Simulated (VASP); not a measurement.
# Te (R-3m) in VASP: notebook

Runs on Te. Level: PBEsol. Tasks: single point.

All numbers are computed with VASP 6.6.1; they aren't measurements. Logs are shortened: lines on timing, memory, paths and dates and some standing lists are left out, and cuts for length are marked.

## (1) The cell of the first run

It takes space group R-3m (No. 166, trigonal). Conventional cell: a = 4.378 Å, b = 4.378 Å, c = 5.184 Å, α = 90.00°, β = 90.00°, γ = 120.00°. Te (site symmetry -3m) has 6 Te at 3.06 Å within 4.0 Å.

## (2) Single point, PBEsol (28.68 Å³/atom)

Input file INCAR:

```
SYSTEM = Te
  ALGO = Normal
  EDIFF = 1E-6
  ENCUT = 520
  GGA = PS
  ISIF = 2
  ISMEAR = 0
  LASPH = .TRUE.
  LCHARG = .FALSE.
  LREAL = .FALSE.
  LWAVE = .FALSE.
  NBANDS = 9
  NELM = 80
  PREC = Accurate
  SIGMA = 0.15
```

Input file KPOINTS:

```
k-points
0
G
  15 15 15
  0 0 0
```

Input file POSCAR:

```
Te
1.0
    2.1889235866      1.2637756220      1.7281154298
   -2.1889235866      1.2637756220      1.7281154298
    0.0000000000     -2.5275512439      1.7281154298
Te
1
Direct
    0.5000000000      0.5000000000      0.5000000000
```

Potentials or basis: VASP PAW PBE potentials, release 64 (Te).

Launch:

```
cat potpaw_PBE.64/Te/POTCAR > POTCAR
mpirun -np 1 vasp_std > vasp.out
```

OUTCAR:

```text
SYSTEM = Te
   EDIFF = 1E-6
   ENCUT = 520
   GGA = PS
   ISIF = 2
   ISMEAR = 0
   LASPH = .TRUE.
   LREAL = .FALSE.
   NELM = 80
   PREC = Accurate

 ion  position               nearest neighbor table
   1  0.500  0.500  0.500-

  LATTYP: Found a trigonal (rhomboedric) cell.
 ALAT       =     3.0618455594
 COS(alpha) =    -0.0221735427

  Lattice vectors:

 A1 = (   2.1889235866,   1.2637756220,   1.7281154298)
 A2 = (  -2.1889235866,   1.2637756220,   1.7281154298)
 A3 = (   0.0000000000,  -2.5275512439,   1.7281154298)

Analysis of symmetry for initial positions (statically):
=====================================================================
 Subroutine PRICEL returns:
 Original cell was already a primitive cell.

 Routine SETGRP: Setting up the symmetry group for a
 trigonal (rhombohedral) supercell.

 Subroutine GETGRP returns: Found 12 space group operations
 (whereof 12 operations were pure point group operations)
 out of a pool of 12 trial point group operations.

The static configuration has the point symmetry D_3d.

Analysis of symmetry for dynamics (positions and initial velocities):
=====================================================================
 Subroutine PRICEL returns:
 Original cell was already a primitive cell.

 Routine SETGRP: Setting up the symmetry group for a
 trigonal (rhombohedral) supercell.

 Subroutine GETGRP returns: Found 12 space group operations
 (whereof 12 operations were pure point group operations)
 out of a pool of 12 trial point group operations.

The dynamic configuration has the point symmetry D_3d.

 Subroutine INISYM returns: Found 12 space group operations
 (whereof 12 operations are pure point group operations),
 and found     1 'primitive' translations

----------------------------------------------------------------------------------------

                                     Primitive cell

  volume of cell :      28.6830

  direct lattice vectors                    reciprocal lattice vectors
     2.188923587  1.263775622  1.728115430     0.228422775  0.131879951  0.192888350
    -2.188923587  1.263775622  1.728115430    -0.228422775  0.131879951  0.192888350
     0.000000000 -2.527551244  1.728115430     0.000000000 -0.263759901  0.192888350

  length of vectors
     3.061845559  3.061845559  3.061845559     0.326764749  0.326764749  0.326764749

  position of ions in fractional coordinates (direct lattice)
     0.500000000  0.500000000  0.500000000

  ion indices of the primitive-cell ions
   primitive index   ion index
                 1           1

----------------------------------------------------------------------------------------

 KPOINTS: k-points

Automatic generation of k-mesh.
 Grid dimensions read from file:
 generate k-points for:   15   15   15

 Generating k-lattice:

  Cartesian coordinates                     Fractional coordinates (reciprocal lattice)
     0.015228185  0.008791997  0.012859223     0.066666667  0.000000000  0.000000000
    -0.015228185  0.008791997  0.012859223     0.000000000  0.066666667  0.000000000
     0.000000000 -0.017583993  0.012859223    -0.000000000 -0.000000000  0.066666667

  Length of vectors
     0.021784317  0.021784317  0.021784317

  Shift w.r.t. Gamma in fractional coordinates (k-lattice)
     0.000000000  0.000000000  0.000000000

 Subroutine IBZKPT returns following result:
 ===========================================

 Found    344 irreducible k-points:

 Following reciprocal coordinates:
            Coordinates               Weight
  0.000000  0.000000  0.000000      1.000000
  0.066667 -0.000000  0.000000      6.000000
  0.133333 -0.000000  0.000000      6.000000
  0.200000 -0.000000 -0.000000      6.000000
  0.266667 -0.000000  0.000000      6.000000
  0.333333  0.000000 -0.000000      6.000000
[... 16 lines left out ...]
  0.133333  0.133333  0.000000      6.000000
  0.200000  0.133333 -0.000000     12.000000
 [... further k-points ...]
   k-points           NKPTS =    344   k-points in BZ     NKDIM =    344   number of bands    NBANDS=      9
   number of dos      NEDOS =    301   number of ions     NIONS =      1
   total plane-waves  NPLWV =  13824
   dimension x,y,z NGX =    24 NGY =   24 NGZ =   24
   dimension x,y,z NGXF=    48 NGYF=   48 NGZF=   48
   ions per type =               1
   NGX,Y,Z   is equivalent  to a cutoff of  13.03, 13.03, 13.03 a.u.
   NGXF,Y,Z  is equivalent  to a cutoff of  26.06, 26.06, 26.06 a.u.
 SYSTEM =  Te
   PREC   = accura    normal or accurate (medium, high low for compatibility)
   ISTART =      0    job   : 0-new  1-cont  2-samecut
   ICHARG =      2    charge: 1-file 2-atom 10-const
   ISPIN  =      1    spin polarized calculation?
   LNONCOLLINEAR =      F non collinear calculations
   LSORBIT =      F    spin-orbit coupling
   LASPH  =      T    aspherical Exc in radial PAW
   ENCUT  =  520.0 eV  38.22 Ry    6.18 a.u.   5.69  5.69  5.69*2*pi/ulx,y,z
   NELM   =     80;   NELMIN=  2; NELMDL= -5     # of ELM steps
   EDIFF  = 0.1E-05   stopping-criterion for ELM
   LREAL  =      F    real-space projection
   EDIFFG = 0.1E-04   stopping-criterion for IOM
   NSW    =      0    number of steps for IOM
   IBRION =     -1    ionic relax: 0-MD 1-quasi-New 2-CG
   NFREE  =      0    steps in history (QN), initial steepest desc. (CG)
   ISIF   =      2    stress and relaxation
   ISYM   =      2    0-nonsym 1-usesym 2-fastsym
   POTIM  = 0.5000    time-step for ionic-motion
   TEBEG  =    0.0;   TEEND  =   0.0 temperature during run
   PSTRESS=    0.0 pullay stress
   NELECT =       6.0000    total number of electrons
   NUPDOWN=      -1.0000    fix difference up-down
   EMIN   =  10.00;   EMAX   =-10.00  energy-range for DOS
   EFERMI =   0.00;   METHOD = LEGACY
   ISMEAR =     0;   SIGMA  =   0.15  broadening in eV -4-tet -1-fermi 0-gaus
   EFERMI_NEDOS =   21; number of points for ismear=-14 and -15
   IALGO  =     38    algorithm
   IMIX   =      4    mixing-type and parameters
     AMIX     =   0.40;   BMIX     =  1.00
     AMIX_MAG =   1.60;   BMIX_MAG =  1.00
  volume/ion in A,a.u.               =      28.68       193.56
  Fermi-wavevector in a.u.,A,eV,Ry     =   0.971815  1.836465 12.849681  0.944425
  Thomas-Fermi vector in A             =   2.102063
   LORBIT       =      0    0 simple, 1 ext, 2 COOP (PROOUT), +10 PAW based schemes
   GGA     = PS    functional components
   LHFCALC =     F    Hartree Fock is set to
   AEXX    =    0.0000 exact exchange contribution
   IVDW    =     0    specifies the selected vdW correction
   LEPSILON=     F    determine dielectric tensor
   LRPA    =     F    only Hartree local field effects (RPA)
 non-spin polarized calculation
 Gauss-broadening in eV      SIGMA  =   0.15
  energy-cutoff  :      520.00
  volume of cell :       28.68
 maximum number of plane-waves:       786
   NGX = 11   NGY = 11   NGZ = 11

 number of electron       6.0000001 magnetization

 Free energy of the ion-electron system (eV)
  ---------------------------------------------------
  ext. energy  EPLUGINS =         0.00000000
  ---------------------------------------------------
  free energy    TOTEN  =        -3.46975927 eV

  energy without entropy =       -3.46511283  energy(sigma->0) =       -3.46743605

 E-fermi :   8.1178     XC(G=0):  -9.9973

 val. band max:        8.0799372690   @ k =   0.2000   0.2000   0.1333
 cond. band min:       8.1365498849   @ k =  -0.4000   0.2667   0.2000
 fundamental gap:      0.0566126159
 Fermi energy:         8.1178372754

 k-point     1 :       0.0000    0.0000    0.0000
  band No.  band energies     occupation
      1      -6.5915      2.00000
      2       9.3493      0.00000
      3       9.5067      0.00000
      4       9.5067      0.00000
      5      14.0080      0.00000
      6      14.0080      0.00000
      7      14.9949      0.00000
      8      26.3819      0.00000
      9      26.4799      0.00000

 k-point     2 :       0.0667   -0.0000    0.0000
  band No.  band energies     occupation
      1      -6.5297      2.00000
      2       8.6905      0.00000
      3       9.4650      0.00000
      4       9.5640      0.00000
      5      14.0616      0.00000
      6      14.4657      0.00000
      7      15.4618      0.00000
      8      25.0880      0.00000
      9      25.1086      0.00000

 k-point     3 :       0.1333   -0.0000    0.0000
  band No.  band energies     occupation
      1      -6.3466      2.00000
      2       7.1907      2.00000
      3       9.6276      0.00000
      4       9.7315      0.00000
      5      14.2213      0.00000
      6      14.8321      0.00000
      7      17.0920      0.00000
      8      23.6515      0.00000
      9      23.6594      0.00000

 k-point     4 :       0.2000   -0.0000   -0.0000
  band No.  band energies     occupation
      1      -6.0500      2.00000
      2       5.5854      2.00000
      3       9.8901      0.00000
      4       9.9953      0.00000
      5      14.4826      0.00000
      6      15.1698      0.00000
      7      19.1282      0.00000
      8      22.3016      0.00000
      9      22.3111      0.00000
[... 205 lines left out ...]
 k-point    22 :      -0.0667    0.0667    0.0000
  band No.  band energies     occupation
      1      -6.4701      2.00000
      2       8.6889      0.00000
      3       8.8657      0.00000
      4       9.5727      0.00000
      5      14.2910      0.00000
      6      14.9261      0.00000
      7      15.6753      0.00000
      8      23.6858      0.00000
      9      25.1227      0.00000

 k-point    23 :       0.1333    0.1333    0.0000
  band No.  band energies     occupation
      1      -6.0931      2.00000
      2       7.3113      2.00000
      3       7.4242      2.00000
      4       9.9095      0.00000
      5      14.7408      0.00000
      6      17.0675      0.00000
      7      17.5089      0.00000
      8      21.6344      0.00000
      9      23.8485      0.00000

 k-point    24 :       0.2000    0.1333   -0.0000
  band No.  band energies     occupation
      1      -5.7925      2.00000
      2       5.7624      2.00000
      3       7.6245      2.00000
      4      10.1746      0.00000
      5      15.0337      0.00000
      6      17.4493      0.00000
      7      19.0000      0.00000
      8      20.6451      0.00000
      9      22.5128      0.00000

 [... further k-points ...]

------------------------ aborting loop because EDIFF is reached ----------------------------------------

  FORCE on cell =-STRESS in cart. coord.  units (eV):
  Direction    XX          YY          ZZ          XY          YZ          ZX
  --------------------------------------------------------------------------------------
  -------------------------------------------------------------------------------------
  Total        1.1075528      1.1075528      1.0346540      0.0000000      0.0000000      0.0000000
  in kB       61.8657760     61.8657760     57.7937854      0.0000000      0.0000000      0.0000000
  external PRESSURE =      60.5084458 kB  Pullay stress =       0.0000000 kB

 VOLUME and BASIS-vectors are now :
 -----------------------------------------------------------------------------
  energy-cutoff  :      520.00
  volume of cell :       28.68
      direct lattice vectors                 reciprocal lattice vectors
     2.188923587  1.263775622  1.728115430     0.228422775  0.131879951  0.192888350
    -2.188923587  1.263775622  1.728115430    -0.228422775  0.131879951  0.192888350
     0.000000000 -2.527551244  1.728115430     0.000000000 -0.263759901  0.192888350

 POSITION                                       TOTAL-FORCE (eV/Angst)
 -----------------------------------------------------------------------------------
      0.00000      0.00000      2.59217         0.000000     -0.000000      0.000000
 -----------------------------------------------------------------------------------
    total drift:                                0.000000      0.000000     -0.000000

  FREE ENERGIE OF THE ION-ELECTRON SYSTEM (eV)
  ---------------------------------------------------
  free  energy   TOTEN  =        -3.4697592655 eV

  energy  without entropy=       -3.4651128303  energy(sigma->0) =       -3.46743605
```

Wall time 51 s (1 thread of Intel Xeon 8259CL, shared host); peak memory 0.2 GiB.

Results:

```yaml
Free_energy: -3.4698 eV
Pressure: 6.1 GPa
Band_gap_on_the_k_mesh: zero (bands 3 and 4 overlap by 6.17 eV)
```

Caveat: the cell stands under pressure; the PAW data sets were made with another functional, which shifts forces and pressure a little; spin-orbit coupling is left out, which moves the levels of the heavy elements.

[end of part 1 of 3]
